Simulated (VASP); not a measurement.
# BeZn2Te3 (P6/mmm) in VASP: a series of runs

Runs on BeZn2Te3. Level: PBE. Tasks: single point, relaxation of cell and atoms.

All numbers are computed with VASP 6.6.1; they aren't measurements. Logs are shortened: lines on timing, memory, paths and dates and some standing lists are left out, and cuts for length are marked.

**1. The cell of the first run**

The structure is hexagonal, space group P6/mmm (No. 191). Conventional cell: a = 7.087 Å, b = 7.087 Å, c = 3.948 Å, α = 90.00°, β = 90.00°, γ = 120.00°. Within 5.2 Å of Be (site symmetry 6/mmm) lie 2 Be at 3.95 Å and 12 Te at 4.06 Å and 6 Zn at 4.09 Å. Zn (site symmetry -6m2) has 6 Te at 2.84 Å within 3.7 Å. Within 3.7 Å of Te (site symmetry mmm) lie 4 Zn at 2.84 Å and 4 Te at 3.54 Å.

The cell was generated, and may not be a known phase.

**2. Single point, PBE**

INCAR

```
SYSTEM = BeZn2Te3
PREC = Accurate
ENCUT = 520
EDIFF = 1E-6
ISMEAR = 0
SIGMA = 0.1
LREAL = .FALSE.
LASPH = .TRUE.
NELM = 80
ALGO = Normal
ISIF = 2
LWAVE = .FALSE.
LCHARG = .TRUE.
GGA = PE
LELF = .TRUE.
LVHAR = .TRUE.
NBANDS = 31
```

KPOINTS

```
regular mesh
0
G
  6 6 10
  0 0 0
```

POSCAR

```
BeZn2Te3
1.0
    7.0868962473      0.0000000000      0.0000000000
   -3.5434481237      6.1374321842      0.0000000000
    0.0000000000      0.0000000000      3.9481106347
Be Zn Te
1 2 3
Direct
    0.0000000000      0.0000000000      0.0000000000
    0.3333333333      0.6666666667      0.0000000000
    0.6666666667      0.3333333333      0.0000000000
    0.5000000000      0.5000000000      0.5000000000
    0.0000000000      0.5000000000      0.5000000000
    0.5000000000      0.0000000000      0.5000000000
```

Potentials or basis: VASP PAW PBE potentials, release 64 (Be, Zn, Te).

The run is started by

```sh
cat potpaw_PBE.64/Be/POTCAR potpaw_PBE.64/Zn/POTCAR potpaw_PBE.64/Te/POTCAR > POTCAR
mpirun -np 1 vasp_std > vasp.out
```

OUTCAR:

```text
SYSTEM = BeZn2Te3
   PREC = Accurate
   ENCUT = 520
   EDIFF = 1E-6
   ISMEAR = 0
   LREAL = .FALSE.
   LASPH = .TRUE.
   NELM = 80
   ISIF = 2
   GGA = PE

 ion  position               nearest neighbor table
   1  0.000  0.000  0.000-
   2  0.333  0.667  0.000-   5 2.84   5 2.84   6 2.84   6 2.84   4 2.84   4 2.84
   3  0.667  0.333  0.000-   5 2.84   5 2.84   6 2.84   6 2.84   4 2.84   4 2.84
   4  0.500  0.500  0.500-   2 2.84   3 2.84   2 2.84   3 2.84   5 3.54   5 3.54   6 3.54   6 3.54

   5  0.000  0.500  0.500-   2 2.84   3 2.84   2 2.84   3 2.84   4 3.54   4 3.54   6 3.54   6 3.54

   6  0.500  0.000  0.500-   2 2.84   3 2.84   2 2.84   3 2.84   5 3.54   5 3.54   4 3.54   4 3.54

  LATTYP: Found a hexagonal cell.
 ALAT       =     7.0868962473
 C/A-ratio  =     0.5571001038

  Lattice vectors:

 A1 = (   7.0868962473,   0.0000000000,   0.0000000000)
 A2 = (  -3.5434481237,   6.1374321842,   0.0000000000)
 A3 = (   0.0000000000,   0.0000000000,   3.9481106347)

Analysis of symmetry for initial positions (statically):
=====================================================================
 Subroutine PRICEL returns:
 Original cell was already a primitive cell.

 Routine SETGRP: Setting up the symmetry group for a
 hexagonal supercell.

 Subroutine GETGRP returns: Found 24 space group operations
 (whereof 24 operations were pure point group operations)
 out of a pool of 24 trial point group operations.

The static configuration has the point symmetry D_6h.

Analysis of symmetry for dynamics (positions and initial velocities):
=====================================================================
 Subroutine PRICEL returns:
 Original cell was already a primitive cell.

 Routine SETGRP: Setting up the symmetry group for a
 hexagonal supercell.

 Subroutine GETGRP returns: Found 24 space group operations
 (whereof 24 operations were pure point group operations)
 out of a pool of 24 trial point group operations.

The dynamic configuration has the point symmetry D_6h.

 Subroutine INISYM returns: Found 24 space group operations
 (whereof 24 operations are pure point group operations),
 and found     1 'primitive' translations

----------------------------------------------------------------------------------------

                                     Primitive cell

  volume of cell :     171.7244

  direct lattice vectors                    reciprocal lattice vectors
     7.086896247  0.000000000  0.000000000     0.141105495  0.081467295  0.000000000
    -3.543448124  6.137432184  0.000000000     0.000000000  0.162934591  0.000000000
     0.000000000  0.000000000  3.948110635     0.000000000  0.000000000  0.253285709

  length of vectors
     7.086896247  7.086896247  3.948110635     0.162934591  0.162934591  0.253285709

  position of ions in fractional coordinates (direct lattice)
     0.000000000  0.000000000  0.000000000
     0.333333333  0.666666667  0.000000000
     0.666666667  0.333333333  0.000000000
     0.500000000  0.500000000  0.500000000
     1.000000000  0.500000000  0.500000000
     0.500000000  0.000000000  0.500000000

  ion indices of the primitive-cell ions
   primitive index   ion index
                 1           1
                 2           2
                 3           3
                 4           4
                 5           5
                 6           6

----------------------------------------------------------------------------------------

 KPOINTS: regular mesh

Automatic generation of k-mesh.
 Grid dimensions read from file:
 generate k-points for:    6    6   10

 Generating k-lattice:

  Cartesian coordinates                     Fractional coordinates (reciprocal lattice)
     0.023517582  0.013577883  0.000000000     0.166666667  0.000000000  0.000000000
     0.000000000  0.027155765  0.000000000     0.000000000  0.166666667  0.000000000
     0.000000000  0.000000000  0.025328571     0.000000000  0.000000000  0.100000000

  Length of vectors
     0.027155765  0.027155765  0.025328571

  Shift w.r.t. Gamma in fractional coordinates (k-lattice)
     0.000000000  0.000000000  0.000000000

 Subroutine IBZKPT returns following result:
 ===========================================

 Found     42 irreducible k-points:

 Following reciprocal coordinates:
            Coordinates               Weight
  0.000000  0.000000  0.000000      1.000000
  0.166667  0.000000  0.000000      6.000000
  0.333333  0.000000  0.000000      6.000000
  0.500000  0.000000  0.000000      3.000000
  0.166667  0.166667  0.000000      6.000000
  0.333333  0.166667  0.000000     12.000000
[... 16 lines left out ...]
  0.166667  0.000000  0.300000     12.000000
  0.333333  0.000000  0.300000     12.000000
 [... further k-points ...]
   k-points           NKPTS =     42   k-points in BZ     NKDIM =     42   number of bands    NBANDS=     31
   number of dos      NEDOS =    301   number of ions     NIONS =      6
   total plane-waves  NPLWV =  87480
[... 58 lines left out ...]
  ext. energy  EPLUGINS =         0.00000000
  ---------------------------------------------------
  free energy    TOTEN  =       -11.55693033 eV

  energy without entropy =      -11.53474690  energy(sigma->0) =      -11.54583862

 E-fermi :   3.4547     XC(G=0):  -8.8756

 val. band max:        3.4489208516   @ k =   0.1667   0.1667   0.3000
 cond. band min:       3.4627890040   @ k =   0.1667   0.0000   0.3000
 fundamental gap:      0.0138681524
 Fermi energy:         3.4546994300

 k-point     1 :       0.0000    0.0000    0.0000
  band No.  band energies     occupation
      1      -9.0926      2.00000
      2      -7.3021      2.00000
      3      -7.3021      2.00000
      4      -4.2605      2.00000
      5      -3.7692      2.00000
      6      -3.7692      2.00000
[... 23 lines left out ...]
     30       7.2805      0.00000
     31       8.2023      0.00000

 k-point     2 :       0.1667    0.0000    0.0000
  band No.  band energies     occupation
      1      -9.0221      2.00000
      2      -7.4853      2.00000
      3      -7.3082      2.00000
      4      -4.1321      2.00000
      5      -3.7695      2.00000
      6      -3.7636      2.00000
[... 23 lines left out ...]
     30       8.0367      0.00000
     31       8.1489      0.00000

 k-point     3 :       0.3333    0.0000    0.0000
  band No.  band energies     occupation
      1      -8.8285      2.00000
      2      -7.8714      2.00000
      3      -7.3202      2.00000
      4      -3.9394      2.00000
      5      -3.7702      2.00000
      6      -3.7490      2.00000
[... 23 lines left out ...]
     30       8.2226      0.00000
     31       8.6225      0.00000

 k-point     4 :       0.5000    0.0000    0.0000
  band No.  band energies     occupation
      1      -8.6571      2.00000
      2      -8.1270      2.00000
      3      -7.3262      2.00000
      4      -3.8593      2.00000
      5      -3.7706      2.00000
      6      -3.7512      2.00000
[... 23 lines left out ...]
     30       8.7903      0.00000
     31       8.9058      0.00000

 k-point     5 :       0.1667    0.1667    0.0000
  band No.  band energies     occupation
      1      -8.8875      2.00000
      2      -7.7655      2.00000
      3      -7.3198      2.00000
      4      -3.9813      2.00000
      5      -3.7702      2.00000
      6      -3.7531      2.00000
[... 23 lines left out ...]
     30       8.0809      0.00000
     31       8.8100      0.00000
[... 542 lines left out ...]
     30       7.9987      0.00000
     31       9.5334      0.00000

 k-point    22 :       0.0000    0.0000    0.3000
  band No.  band energies     occupation
      1      -8.6165      2.00000
      2      -7.0402      2.00000
      3      -7.0402      2.00000
      4      -3.7950      2.00000
      5      -3.7866      2.00000
      6      -3.7866      2.00000
[... 23 lines left out ...]
     30       8.8104      0.00000
     31       9.4293      0.00000

 k-point    23 :       0.1667    0.0000    0.3000
  band No.  band energies     occupation
      1      -8.5501      2.00000
      2      -7.1842      2.00000
      3      -7.0464      2.00000
      4      -3.8062      2.00000
      5      -3.7878      2.00000
      6      -3.7827      2.00000
[... 23 lines left out ...]
     30       8.5914      0.00000
     31       9.6859      0.00000

 k-point    24 :       0.3333    0.0000    0.3000
  band No.  band energies     occupation
      1      -8.3686      2.00000
      2      -7.5066      2.00000
      3      -7.0585      2.00000
      4      -3.8225      2.00000
      5      -3.7881      2.00000
      6      -3.7740      2.00000
[... 23 lines left out ...]
     30       8.1654      0.00000
     31       9.2762      0.00000

 [... further k-points ...]

------------------------ aborting loop because EDIFF is reached ----------------------------------------

  FORCE on cell =-STRESS in cart. coord.  units (eV):
  Direction    XX          YY          ZZ          XY          YZ          ZX
  --------------------------------------------------------------------------------------
  -------------------------------------------------------------------------------------
  Total        0.0157723      0.0157723      0.0825668     -0.0000000      0.0000000      0.0000000
  in kB        0.1471543      0.1471543      0.7703425     -0.0000000      0.0000000      0.0000000
  external PRESSURE =       0.3548837 kB  Pullay stress =       0.0000000 kB

 VOLUME and BASIS-vectors are now :
 -----------------------------------------------------------------------------
  energy-cutoff  :      520.00
  volume of cell :      171.72
      direct lattice vectors                 reciprocal lattice vectors
     7.086896247  0.000000000  0.000000000     0.141105495  0.081467295  0.000000000
    -3.543448124  6.137432184  0.000000000     0.000000000  0.162934591  0.000000000
     0.000000000  0.000000000  3.948110635     0.000000000  0.000000000  0.253285709

 POSITION                                       TOTAL-FORCE (eV/Angst)
 -----------------------------------------------------------------------------------
      0.00000      0.00000      0.00000         0.000000      0.000000      0.000000
     -0.00000      4.09162      0.00000        -0.000000      0.000000     -0.000000
      3.54345      2.04581      0.00000         0.000000      0.000000      0.000000
      1.77172      3.06872      1.97406         0.000000      0.000000      0.000000
     -1.77172      3.06872      1.97406         0.000000      0.000000      0.000000
      3.54345      0.00000      1.97406         0.000000      0.000000      0.000000
 -----------------------------------------------------------------------------------
    total drift:                               -0.000000      0.000000     -0.000000

  FREE ENERGIE OF THE ION-ELECTRON SYSTEM (eV)
  ---------------------------------------------------
  free  energy   TOTEN  =       -11.5569303349 eV

  energy  without entropy=      -11.5347468984  energy(sigma->0) =      -11.54583862
```

Run time: 2 min. Hardware: 1 thread of Intel Xeon 6975P-C (Granite Rapids), shared host; peak memory 0.41 GiB.

Results:

```
Free energy            : -11.5569 eV
Pressure               : 0.0 GPa
Band gap on the k mesh : zero (bands 22 and 23 overlap by 1.16 eV)
```

Caveat: spin-orbit coupling is left out, which moves the levels of the heavy elements.

**3. Relaxation of cell and atoms, PBE**

This run uses another cell than the first one, of 21.58 Å³/atom.

INCAR

```
PREC = Accurate
ENCUT = 600
EDIFF = 1E-6
ISMEAR = 0
SIGMA = 0.1
LREAL = False
LASPH = True
NELM = 80
ALGO = Normal
ISIF = 3
LWAVE = False
LCHARG = False
GGA = PE
IBRION = 2
NSW = 90
EDIFFG = -0.04
```

KPOINTS

```
Automatic mesh
0
Gamma
  6 6 4
```

POSCAR

```
BeZn2Te3
1.0
    5.7319224800      0.0000000000      0.0000000000
   -2.8659612400      4.9639904800      0.0000000000
    0.0000000000      0.0000000000      4.5504448400
Be Zn Te
1 2 3
Direct
    0.0000000000      0.0000000000      0.0000000000
    0.3333333300      0.6666666700      0.0000000000
    0.6666666700      0.3333333300      0.0000000000
    0.5000000000      0.5000000000      0.5000000000
    0.0000000000      0.5000000000      0.5000000000
    0.5000000000      0.0000000000      0.5000000000
```

Potentials or basis: VASP PAW PBE potentials, release 64 (Be, Zn, Te).

The run is started by

```sh
cat potpaw_PBE.64/Be/POTCAR potpaw_PBE.64/Zn/POTCAR potpaw_PBE.64/Te/POTCAR > POTCAR
mpirun -np 1 vasp_std > vasp.out
```

It took 5.6 min on 1 thread of Intel Xeon 6975P-C (Granite Rapids), shared host; peak memory 0.35 GiB.

Results (log left out):

- Free energy: -11.4507 eV
- Relaxed volume: 28.38 Å³/atom
- Relaxed cell: a = 6.745 Å, b = 6.745 Å, c = 4.322 Å, α = 90.00°, β = 90.00°, γ = 120.00°
- Space group after relaxing (to 0.1 Å): P6/mmm (No. 191)
- Energy gained by relaxing: 429.1 meV/atom
- Ionic steps: 10
- Pressure after relaxing: -0.1 GPa
- Band gap on the k mesh: zero (bands 22 and 23 overlap by 1.36 eV)

The path:
| step | energy change (eV) | largest force (eV/Å) | pressure (GPa) | volume (Å³) |
| --- | --- | --- | --- | --- |
| 1 | 0.0000 | 0.0000 | 19.28 | 129.47 |
| 2 | -2.1386 | 0.0000 | -2.51 | 184.22 |
| 3 | -2.2154 | 0.0000 | -0.52 | 172.46 |
| 4 | -2.2153 | 0.0000 | -0.70 | 173.40 |
| 5 | -2.3699 | 0.0000 | -0.65 | 172.16 |
| 6 | -2.5611 | 0.0000 | 0.81 | 167.09 |
| 7 | -2.5721 | 0.0000 | 0.44 | 167.97 |
| 8 | -2.5726 | 0.0000 | 0.26 | 168.47 |
| 9 | -2.5730 | 0.0000 | 0.35 | 168.23 |
| 10 | -2.5748 | 0.0000 | -0.08 | 170.28 |

Final structure:
```yaml
crystal:
  lattice:
    - [6.74507, 0.00000, 0.00000]
    - [-3.37254, 5.84140, 0.00000]
    - [0.00000, 0.00000, 4.32171]
  atoms:
    - { symbol: Be, position: [0.00000, 0.00000, 0.00000] }
    - { symbol: Zn, position: [0.33333, 0.66667, 0.00000] }
    - { symbol: Zn, position: [0.66667, 0.33333, 0.00000] }
    - { symbol: Te, position: [0.50000, 0.50000, 0.50000] }
    - { symbol: Te, position: [0.00000, 0.50000, 0.50000] }
    - { symbol: Te, position: [0.50000, 0.00000, 0.50000] }
```

Levels at points of the mesh, in eV from the Fermi level:
| k point | band 19 | band 20 | band 21 | band 22 | band 23 | band 24 | band 25 | band 26 |
| --- | --- | --- | --- | --- | --- | --- | --- | --- |
| (0.00, 0.00, 0.00) | -1.04 | -0.50 | -0.50 | 0.87 | 0.97 | 0.97 | 2.05 | 2.37 |
| (0.50, 0.00, 0.00) | -2.12 | -1.86 | -0.52 | -0.23 | -0.08 | 0.75 | 1.04 | 2.44 |
| (0.00, 0.00, 0.50) | -3.13 | -2.71 | -0.48 | 0.91 | 0.91 | 1.08 | 1.11 | 1.62 |
| (0.50, 0.00, 0.50) | -2.25 | -1.59 | -1.38 | -1.37 | 0.41 | 1.51 | 1.59 | 2.32 |

Caveat: the volume moved by over 15 % at a fixed basis, so the end points are rough; spin-orbit coupling is left out, which moves the levels of the heavy elements.

**4. Relaxation of cell and atoms, PBE**

This run uses another cell than the first one, of 28.19 Å³/atom.

INCAR

```
PREC = Accurate ; ENCUT = 600
EDIFF = 1E-6 ; ISMEAR = 0
SIGMA = 0.1 ; LREAL = False
LASPH = True ; NELM = 80
ALGO = Normal ; ISIF = 3
LWAVE = False ; LCHARG = False
GGA = PE ; IBRION = 2
NSW = 100 ; EDIFFG = -0.01
```

KPOINTS

```
Automatic mesh
0
Gamma
  6 6 10
```

POSCAR

```
BeZn2Te3
1.0
    6.7159958800      0.0000000000      0.0000000000
   -3.3579979400      5.8162230438      0.0000000000
    0.0000000000      0.0000000000      4.3299876817
Be Zn Te
1 2 3
Direct
    0.0000000000      0.0000000000      0.0000000000
    0.3333333333      0.6666666667      0.0000000000
    0.6666666667      0.3333333333      0.0000000000
    0.5000000000      0.5000000000      0.5000000000
    0.0000000000      0.5000000000      0.5000000000
    0.5000000000      0.0000000000      0.5000000000
```

The run is started by

```sh
cat potpaw_PBE.64/Be/POTCAR potpaw_PBE.64/Zn/POTCAR potpaw_PBE.64/Te/POTCAR > POTCAR
mpirun -np 1 vasp_std > vasp.out
```

Wall time 10 min (1 thread of Intel Xeon 6975P-C (Granite Rapids), shared host); peak memory 0.48 GiB.

Results (log left out):

```yaml
Free_energy: -11.5563 eV
Relaxed_volume: 28.67 Å³/atom
Relaxed_cell: a = 7.091 Å, b = 7.091 Å, c = 3.949 Å, α = 90.00°, β = 90.00°, γ = 120.00°
Space_group_after_relaxing_to_0.1_Å: P6/mmm (No. 191)
Energy_gained_by_relaxing: 17.6 meV/atom
Ionic_steps: 7
Pressure_after_relaxing: 0.0 GPa
Band_gap_on_the_k_mesh: zero (bands 22 and 23 overlap by 1.16 eV)
```

Step by step:
```
step  energy change (eV)  largest force (eV/Å)  pressure (GPa)  volume (Å³)
   1              0.0000                0.0000            0.13       169.14
   2             -0.0275                0.0000            0.08       169.66
   3             -0.0892                0.0000           -0.01       170.97
   4             -0.0692                0.0000            0.20       172.41
   5             -0.1005                0.0000           -0.06       171.66
   6             -0.1058                0.0000           -0.07       171.97
   7             -0.1058                0.0000            0.00       172.00
```

Final structure:
```yaml
crystal:
  lattice:
    - [7.09137, 0.00000, 0.00000]
    - [-3.54568, 6.14130, 0.00000]
    - [0.00000, 0.00000, 3.94946]
  atoms:
    - { symbol: Be, position: [0.00000, 0.00000, 0.00000] }
    - { symbol: Zn, position: [0.33333, 0.66667, 0.00000] }
    - { symbol: Zn, position: [0.66667, 0.33333, 0.00000] }
    - { symbol: Te, position: [0.50000, 0.50000, 0.50000] }
    - { symbol: Te, position: [0.00000, 0.50000, 0.50000] }
    - { symbol: Te, position: [0.50000, 0.00000, 0.50000] }
```

Levels at points of the mesh, in eV from the Fermi level:
```csv
k point,band 20,band 21,band 22,band 23,band 24,band 25
"(0.00, 0.00, 0.00)",0.21,0.21,0.26,0.26,0.43,3.48
"(0.50, 0.00, 0.00)",-0.86,-0.11,0.20,0.42,1.12,2.16
"(0.00, 0.00, 0.50)",-2.49,-0.20,0.90,1.17,1.21,1.23
"(0.50, 0.00, 0.50)",-1.25,-1.09,-1.04,0.21,1.15,1.27
```

Caveat: spin-orbit coupling is left out, which moves the levels of the heavy elements.

**5. Summary**

```tsv
task	cell	k mesh	cutoff (eV)	gap on the mesh (eV)	pressure (GPa)	relaxed volume (Å³/atom)
single point	a = 7.087, b = 7.087, c = 3.948 Å, angles 90.0, 90.0, 120.0°, 6 atoms	6 × 6 × 10	520	none	0.0	-
relaxation of cell and atoms	relaxed from a = 5.732, b = 5.732, c = 4.550 Å, angles 90.0, 90.0, 120.0°, 6 atoms	6 × 6 × 4	600	none	-0.1	28.38
relaxation of cell and atoms	relaxed from a = 6.716, b = 6.716, c = 4.330 Å, angles 90.0, 90.0, 120.0°, 6 atoms	6 × 6 × 10	600	none	0.0	28.67
```

Alike in all rows: level PBE; potentials or basis VASP PAW PBE potentials, release 64 (Be, Zn, Te); no spin polarisation; smearing gaussian 0.1 eV.

Caveats: spin-orbit coupling is left out, which moves the levels of the heavy elements; the volume moved by over 15 % at a fixed basis, so the end points are rough (at least some runs).

Total energies depend on the potentials used, so only differences within one code and one set of settings carry meaning.

The gap in the log of VASP goes by the Fermi energy; the results here count the filled bands.